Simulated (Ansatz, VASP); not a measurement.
Two plane-wave programs on Nb

File INCAR:

```
ALGO = Normal
EDIFF = 1E-7
EDIFFG = -0.01
ENCUT = 600
GGA = RP
IBRION = 2
ISIF = 3
ISMEAR = -1
LASPH = True
LCHARG = False
LREAL = False
LWAVE = False
NELM = 100
NSW = 80
PREC = Accurate
SIGMA = 0.1
```

The input KPOINTS:

```
k-points
0
Gamma
  12 12 4
```

POSCAR

```
Nb
1.0
    2.9403180252      0.0000000000      0.0000000000
   -1.4701590126      2.5463901050      0.0000000000
    0.0000000000      0.0000000000      9.6030786702
Nb
4
Direct
    0.0000000000      0.0000000000      0.0000000000
    0.0000000000      0.0000000000      0.5000000000
    0.3333333333      0.6666666667      0.2500000000
    0.6666666667      0.3333333333      0.7500000000
```

Input for Ansatz:

```yaml
crystal:
  lattice:
    - [2.9403180252, 0.0, 0.0]
    - [-1.4701590126, 2.546390105, 0.0]
    - [0.0, 0.0, 9.6030786702]
  atoms:
    - { symbol: Nb, position: [0.0, 0.0, 0.0] }
    - { symbol: Nb, position: [0.0, 0.0, 0.5] }
    - { symbol: Nb, position: [0.3333333333, 0.6666666667, 0.25] }
    - { symbol: Nb, position: [0.6666666667, 0.3333333333, 0.75] }
hamiltonian:
  xc: rpbe
  pseudopotentials:
    kind: paw
    azcp:
      Nb: "pseudopotentials/Nb.paw.azcp"
basis:
  ecutwfc: 420
  fft_grid_basis: typed
kpoints:
  mp_grid: { grid: [12, 12, 4], shift: [0, 0, 0] }
magnetization:
  spin_polarized: false
scf:
  occupations: { method: fermi_dirac, width: 0.1 }
relax:
  max_steps: 60
  f_tol: 0.01
  cell: {}
```

Alike in both runs: task relaxation of cell and atoms; functional RPBE; k mesh 12 × 12 × 4; occupations fermi-dirac, width 0.1 eV; no spin polarisation.

|  | VASP | Ansatz |
| --- | --- | --- |
| version | VASP 6.6.1 | Ansatz 0.2.0 |
| potentials or method | VASP PAW PBE potentials, release 64 (Nb_sv), cutoff 600 eV | plane waves (420 eV) with PAW, scalar-relativistic |
| valence electrons in the cell | 52 | 52 |

|  | VASP | Ansatz | Ansatz less VASP |
| --- | --- | --- | --- |
| relaxed volume (Å³/atom) | 18.98 | 19.02 | +0.038 |
| relaxed cell length with the largest relative difference (Å) | 10.549 | 10.558 | +0.0094 |

VASP's potentials were made for PBE, not for RPBE.
